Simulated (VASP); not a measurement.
# In (Im-3m) in VASP: single point with LDA

Aim: the single point of In with LDA.

Everything below comes from runs of VASP 6.6.1. Logs are shortened: lines on timing, memory, paths and dates and some standing lists are left out, and cuts for length are marked.

**1. The cell of the first run**

Symmetry: Im-3m, No. 229, cubic system. Conventional cell: a = 3.685 Å, b = 3.685 Å, c = 3.685 Å, α = 90.00°, β = 90.00°, γ = 90.00°. In (site symmetry m-3m) has 14 In at 3.19 to 3.68 Å within 4.2 Å.

**2. Single point, LDA**

File INCAR:

```
PREC     = Accurate       # precision mode
ENCUT    = 520            # plane-wave cutoff, eV
EDIFF    = 1E-7           # SCF threshold, eV
ISMEAR   = -1             # smearing method
SIGMA    = 0.13605693000000002 # smearing width, eV
LREAL    = F              # projectors in reciprocal space
LASPH    = T              # aspherical terms in the spheres
NELM     = 100            # most SCF steps
ALGO     = Normal         # electronic algorithm
ISIF     = 2              # what is computed and relaxed
LWAVE    = F              # write WAVECAR
LCHARG   = F              # write CHGCAR
NBANDS   = 12             # bands
```

File KPOINTS:

```
Automatic mesh
0
Gamma
  13 13 13
```

File POSCAR:

```
In
1.0
   -1.8423840788      1.8423840788      1.8423840788
    1.8423840788     -1.8423840788      1.8423840788
    1.8423840788      1.8423840788     -1.8423840788
In
1
Direct
    0.0000000000      0.0000000000      0.0000000000
```

Potentials or basis: VASP PAW LDA potentials, release 64 (In_d).

Run with:

```
$ cat potpaw_LDA.64/In_d/POTCAR > POTCAR
$ mpirun -np 1 vasp_std > vasp.out
```

OUTCAR:

```text
PREC = Accurate
   ENCUT = 520
   EDIFF = 1E-7
   ISMEAR = -1
   LREAL = F
   LASPH = T
   NELM = 100
   ISIF = 2

 ion  position               nearest neighbor table
   1  0.000  0.000  0.000-

  LATTYP: Found a body centered cubic cell.
 ALAT       =     3.6847681576

  Lattice vectors:

 A1 = (  -1.8423840788,   1.8423840788,   1.8423840788)
 A2 = (   1.8423840788,  -1.8423840788,   1.8423840788)
 A3 = (   1.8423840788,   1.8423840788,  -1.8423840788)

Analysis of symmetry for initial positions (statically):
=====================================================================
 Subroutine PRICEL returns:
 Original cell was already a primitive cell.

 Routine SETGRP: Setting up the symmetry group for a
 body centered cubic supercell.

 Subroutine GETGRP returns: Found 48 space group operations
 (whereof 48 operations were pure point group operations)
 out of a pool of 48 trial point group operations.

The static configuration has the point symmetry O_h .

Analysis of symmetry for dynamics (positions and initial velocities):
=====================================================================
 Subroutine PRICEL returns:
 Original cell was already a primitive cell.

 Routine SETGRP: Setting up the symmetry group for a
 body centered cubic supercell.

 Subroutine GETGRP returns: Found 48 space group operations
 (whereof 48 operations were pure point group operations)
 out of a pool of 48 trial point group operations.

The dynamic configuration has the point symmetry O_h .

 Subroutine INISYM returns: Found 48 space group operations
 (whereof 48 operations are pure point group operations),
 and found     1 'primitive' translations

----------------------------------------------------------------------------------------

                                     Primitive cell

  volume of cell :      25.0150

  direct lattice vectors                    reciprocal lattice vectors
    -1.842384079  1.842384079  1.842384079     0.000000000  0.271387495  0.271387495
     1.842384079 -1.842384079  1.842384079     0.271387495  0.000000000  0.271387495
     1.842384079  1.842384079 -1.842384079     0.271387495  0.271387495  0.000000000

  length of vectors
     3.191102832  3.191102832  3.191102832     0.383799876  0.383799876  0.383799876

  position of ions in fractional coordinates (direct lattice)
     0.000000000  0.000000000  0.000000000

  ion indices of the primitive-cell ions
   primitive index   ion index
                 1           1

----------------------------------------------------------------------------------------

 KPOINTS: Automatic mesh

Automatic generation of k-mesh.
 Grid dimensions read from file:
 generate k-points for:   13   13   13

 Generating k-lattice:

  Cartesian coordinates                     Fractional coordinates (reciprocal lattice)
     0.000000000  0.020875961  0.020875961     0.076923077  0.000000000  0.000000000
     0.020875961  0.000000000  0.020875961     0.000000000  0.076923077  0.000000000
     0.020875961  0.020875961  0.000000000     0.000000000  0.000000000  0.076923077

  Length of vectors
     0.029523067  0.029523067  0.029523067

  Shift w.r.t. Gamma in fractional coordinates (k-lattice)
     0.000000000  0.000000000  0.000000000

 Subroutine IBZKPT returns following result:
 ===========================================

 Found     84 irreducible k-points:

 Following reciprocal coordinates:
            Coordinates               Weight
  0.000000  0.000000  0.000000      1.000000
  0.076923  0.000000  0.000000     12.000000
  0.153846  0.000000  0.000000     12.000000
  0.230769  0.000000  0.000000     12.000000
  0.307692  0.000000  0.000000     12.000000
  0.384615  0.000000  0.000000     12.000000
[... 16 lines left out ...]
  0.153846  0.076923  0.076923     24.000000
  0.230769  0.076923  0.076923     24.000000
 [... further k-points ...]
   k-points           NKPTS =     84   k-points in BZ     NKDIM =     84   number of bands    NBANDS=     12
   number of dos      NEDOS =    301   number of ions     NIONS =      1
   total plane-waves  NPLWV =  13824
   dimension x,y,z NGX =    24 NGY =   24 NGZ =   24
   dimension x,y,z NGXF=    48 NGYF=   48 NGZF=   48
   ions per type =               1
   NGX,Y,Z   is equivalent  to a cutoff of  12.50, 12.50, 12.50 a.u.
   NGXF,Y,Z  is equivalent  to a cutoff of  25.01, 25.01, 25.01 a.u.
 SYSTEM =  unknown system
   PREC   = accura    normal or accurate (medium, high low for compatibility)
   ISTART =      0    job   : 0-new  1-cont  2-samecut
   ICHARG =      2    charge: 1-file 2-atom 10-const
   ISPIN  =      1    spin polarized calculation?
   LNONCOLLINEAR =      F non collinear calculations
   LSORBIT =      F    spin-orbit coupling
   LASPH  =      T    aspherical Exc in radial PAW
   ENCUT  =  520.0 eV  38.22 Ry    6.18 a.u.   5.93  5.93  5.93*2*pi/ulx,y,z
   NELM   =    100;   NELMIN=  2; NELMDL= -5     # of ELM steps
   EDIFF  = 0.1E-06   stopping-criterion for ELM
   LREAL  =      F    real-space projection
   EDIFFG = 0.1E-05   stopping-criterion for IOM
   NSW    =      0    number of steps for IOM
   IBRION =     -1    ionic relax: 0-MD 1-quasi-New 2-CG
   NFREE  =      0    steps in history (QN), initial steepest desc. (CG)
   ISIF   =      2    stress and relaxation
   ISYM   =      2    0-nonsym 1-usesym 2-fastsym
   POTIM  = 0.5000    time-step for ionic-motion
   TEBEG  =    0.0;   TEEND  =   0.0 temperature during run
   PSTRESS=    0.0 pullay stress
   NELECT =      13.0000    total number of electrons
   NUPDOWN=      -1.0000    fix difference up-down
   EMIN   =  10.00;   EMAX   =-10.00  energy-range for DOS
   EFERMI =   0.00;   METHOD = LEGACY
   ISMEAR =    -1;   SIGMA  =   0.14  broadening in eV -4-tet -1-fermi 0-gaus
   EFERMI_NEDOS =   21; number of points for ismear=-14 and -15
   IALGO  =     38    algorithm
   IMIX   =      4    mixing-type and parameters
     AMIX     =   0.40;   BMIX     =  1.00
     AMIX_MAG =   1.60;   BMIX_MAG =  1.00
  volume/ion in A,a.u.               =      25.01       168.81
  Fermi-wavevector in a.u.,A,eV,Ry     =   1.316202  2.487261 23.570555  1.732387
  Thomas-Fermi vector in A             =   2.446330
   LORBIT       =      0    0 simple, 1 ext, 2 COOP (PROOUT), +10 PAW based schemes
   GGA     = CA    functional components
   LHFCALC =     F    Hartree Fock is set to
   AEXX    =    0.0000 exact exchange contribution
   IVDW    =     0    specifies the selected vdW correction
   LEPSILON=     F    determine dielectric tensor
   LRPA    =     F    only Hartree local field effects (RPA)
 non-spin polarized calculation
  energy-cutoff  :      520.00
  volume of cell :       25.01
 maximum number of plane-waves:       685
   NGX = 11   NGY = 11   NGZ = 11

 number of electron      12.9999993 magnetization

 Free energy of the ion-electron system (eV)
  ---------------------------------------------------
  ext. energy  EPLUGINS =         0.00000000
  ---------------------------------------------------
  free energy    TOTEN  =        -3.21646574 eV

  energy without entropy =       -3.18933469  energy(sigma->0) =       -3.20290022

 E-fermi :   7.7335     XC(G=0): -10.7443

 val. band max:        7.7277971451   @ k =  -0.4615   0.4615   0.4615
 cond. band min:       7.7522510295   @ k =  -0.3846  -0.3846   0.0769
 fundamental gap:      0.0244538843
 Fermi energy:         7.7334875273

 k-point     1 :       0.0000    0.0000    0.0000
  band No.  band energies     occupation
      1      -6.9147      2.00000
      2      -6.9147      2.00000
      3      -6.9147      2.00000
      4      -6.5974      2.00000
      5      -6.5974      2.00000
      6      -2.1347      2.00000
      7      19.1980      0.00000
      8      19.1980      0.00000
      9      19.1980      0.00000
     10      20.9712      0.00000
     11      20.9712      0.00000
     12      20.9712      0.00000

 k-point     2 :       0.0769    0.0000    0.0000
  band No.  band energies     occupation
      1      -6.9222      2.00000
      2      -6.9082      2.00000
      3      -6.8868      2.00000
      4      -6.6054      2.00000
      5      -6.5976      2.00000
      6      -1.9928      2.00000
      7      17.7781      0.00000
      8      18.5216      0.00000
      9      18.8366      0.00000
     10      20.2396      0.00000
     11      20.5369      0.00000
     12      20.8626      0.00000

 k-point     3 :       0.1538    0.0000    0.0000
  band No.  band energies     occupation
      1      -6.9430      2.00000
      2      -6.8951      2.00000
      3      -6.8083      2.00000
      4      -6.6246      2.00000
      5      -6.5981      2.00000
      6      -1.5629      2.00000
      7      15.0571      0.00000
      8      17.2477      0.00000
      9      17.9232      0.00000
     10      19.5991      0.00000
     11      19.8154      0.00000
     12      21.1372      0.00000

 k-point     4 :       0.2308    0.0000    0.0000
  band No.  band energies     occupation
      1      -6.9721      2.00000
      2      -6.8929      2.00000
      3      -6.6954      2.00000
      4      -6.6404      2.00000
      5      -6.5986      2.00000
      6      -0.8366      2.00000
      7      12.2747      0.00000
      8      15.9932      0.00000
      9      16.9397      0.00000
     10      19.0844      0.00000
     11      19.1809      0.00000
     12      21.8537      0.00000

 k-point     5 :       0.3077    0.0000    0.0000
  band No.  band energies     occupation
      1      -7.0029      2.00000
      2      -6.9136      2.00000
      3      -6.6392      2.00000
      4      -6.5988      2.00000
      5      -6.5722      2.00000
      6       0.1903      2.00000
      7       9.6489      0.00000
      8      14.9524      0.00000
      9      16.1232      0.00000
     10      18.6998      0.00000
     11      18.7096      0.00000
     12      22.8823      0.00000
[... 228 lines left out ...]
      1      -6.9897      2.00000
      2      -6.7806      2.00000
      3      -6.7076      2.00000
      4      -6.5925      2.00000
      5      -6.5417      2.00000
      6       4.6096      2.00000
      7       6.5557      1.99965
      8       7.4198      1.81873
      9      14.0447      0.00000
     10      21.4530      0.00000
     11      21.7472      0.00000
     12      23.1154      0.00000

 k-point    22 :       0.0769    0.0769    0.0769
  band No.  band energies     occupation
      1      -6.9310      2.00000
      2      -6.9310      2.00000
      3      -6.7516      2.00000
      4      -6.6131      2.00000
      5      -6.6131      2.00000
      6      -1.2723      2.00000
      7      14.5285      0.00000
      8      15.8142      0.00000
      9      15.8142      0.00000
     10      21.2027      0.00000
     11      21.2027      0.00000
     12      21.7394      0.00000

 k-point    23 :       0.1538    0.0769    0.0769
  band No.  band energies     occupation
      1      -6.9601      2.00000
      2      -6.9195      2.00000
      3      -6.6646      2.00000
      4      -6.6271      2.00000
      5      -6.6067      2.00000
      6      -0.5412      2.00000
      7      12.2969      0.00000
      8      14.1495      0.00000
      9      14.8347      0.00000
     10      21.3665      0.00000
     11      21.5221      0.00000
     12      22.2096      0.00000

 k-point    24 :       0.2308    0.0769    0.0769
  band No.  band energies     occupation
      1      -6.9886      2.00000
      2      -6.9146      2.00000
      3      -6.6346      2.00000
      4      -6.6020      2.00000
      5      -6.5743      2.00000
      6       0.4879      2.00000
      7       9.8258      0.00000
      8      13.1009      0.00000
      9      14.0714      0.00000
     10      21.0517      0.00000
     11      21.0914      0.00000
     12      23.2463      0.00000

 [... further k-points ...]

------------------------ aborting loop because EDIFF is reached ----------------------------------------

  FORCE on cell =-STRESS in cart. coord.  units (eV):
  Direction    XX          YY          ZZ          XY          YZ          ZX
  --------------------------------------------------------------------------------------
  -------------------------------------------------------------------------------------
  Total       -0.0475921     -0.0475921     -0.0475921      0.0000000     -0.0000000     -0.0000000
  in kB       -3.0482117     -3.0482117     -3.0482117      0.0000000     -0.0000000     -0.0000000
  external PRESSURE =      -3.0482117 kB  Pullay stress =       0.0000000 kB

 VOLUME and BASIS-vectors are now :
 -----------------------------------------------------------------------------
  energy-cutoff  :      520.00
  volume of cell :       25.01
      direct lattice vectors                 reciprocal lattice vectors
    -1.842384079  1.842384079  1.842384079     0.000000000  0.271387495  0.271387495
     1.842384079 -1.842384079  1.842384079     0.271387495  0.000000000  0.271387495
     1.842384079  1.842384079 -1.842384079     0.271387495  0.271387495  0.000000000

 POSITION                                       TOTAL-FORCE (eV/Angst)
 -----------------------------------------------------------------------------------
      0.00000      0.00000      0.00000        -0.000000      0.000000      0.000000
 -----------------------------------------------------------------------------------
    total drift:                               -0.000000      0.000000     -0.000000

  FREE ENERGIE OF THE ION-ELECTRON SYSTEM (eV)
  ---------------------------------------------------
  free  energy   TOTEN  =        -3.2164657395 eV

  energy  without entropy=       -3.1893346941  energy(sigma->0) =       -3.20290022
```

Run time: 5.6 s. Hardware: 1 thread of Intel Xeon 6975P-C (Granite Rapids), shared host; peak memory 0.14 GiB.

What came out:

| Item | Value |
| --- | --- |
| Free energy | -3.2165 eV |
| Pressure | -0.3 GPa |

Levels at points of the mesh, in eV from the Fermi level:
```csv
k point,band 2,band 3,band 4,band 5,band 6,band 7,band 8,band 9,band 10,band 11
"(0.00, 0.00, 0.00)",-14.65,-14.65,-14.33,-14.33,-9.87,11.46,11.46,11.46,13.24,13.24
```

Caveat: spin-orbit coupling is left out, which moves the levels of the heavy elements.
